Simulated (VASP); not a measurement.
A run of VASP 6.6.1 is set up as follows.

File INCAR:

```
PREC     = Accurate       # precision mode
ENCUT    = 520            # plane-wave cutoff, eV
EDIFF    = 1E-7           # SCF threshold, eV
ISMEAR   = 0              # smearing method
SIGMA    = 0.03           # smearing width, eV
LREAL    = F              # projectors in reciprocal space
LASPH    = T              # aspherical terms in the spheres
NELM     = 80             # most SCF steps
ALGO     = Normal         # electronic algorithm
ISIF     = 2              # what is computed and relaxed
LWAVE    = F              # write WAVECAR
LCHARG   = T              # write CHGCAR
GGA      = PS             # functional
LELF     = T              # ELF
LVHAR    = T            
NBANDS   = 26             # bands
```

KPOINTS

```
Automatic mesh
0
Gamma
  12 12 6
```

Contents of POSCAR:

```
SiGe
1.0
    4.1444401006      0.0000000000      0.0000000000
   -2.0722200503      3.5891904116      0.0000000000
    0.0000000000      0.0000000000      5.7068940185
Si Ge
2 2
Direct
    0.6666666667      0.3333333333      0.8745463082
    0.3333333333      0.6666666667      0.3745463082
    0.6666666667      0.3333333333      0.5004526918
    0.3333333333      0.6666666667      0.0004526918
```

Potentials or basis: VASP PAW PBE potentials, release 64 (Si, Ge_d).

Run with:

```bash
$ cat potpaw_PBE.64/Si/POTCAR potpaw_PBE.64/Ge_d/POTCAR > POTCAR
$ mpirun -np 1 vasp_std > vasp.out
```

Q: Estimate the largest force.

A: 3.232 eV/Å.

Q: Predict the pressure.

A: 5.2 GPa.

Q: What does it give for the band gap on the k mesh?

A: Zero (bands 18 and 19 overlap by 0.87 eV).

Forces in eV/Å, atoms in the order of the input:
```
Si   0.000  0.000  3.232
Si   0.000  0.000  3.232
Ge   0.000  0.000 -3.232
Ge   0.000  0.000 -3.232
```

Caveat: the stress differs along the axes, from -10 to 36 GPa; the PAW data sets were made with another functional, which shifts forces and pressure a little.
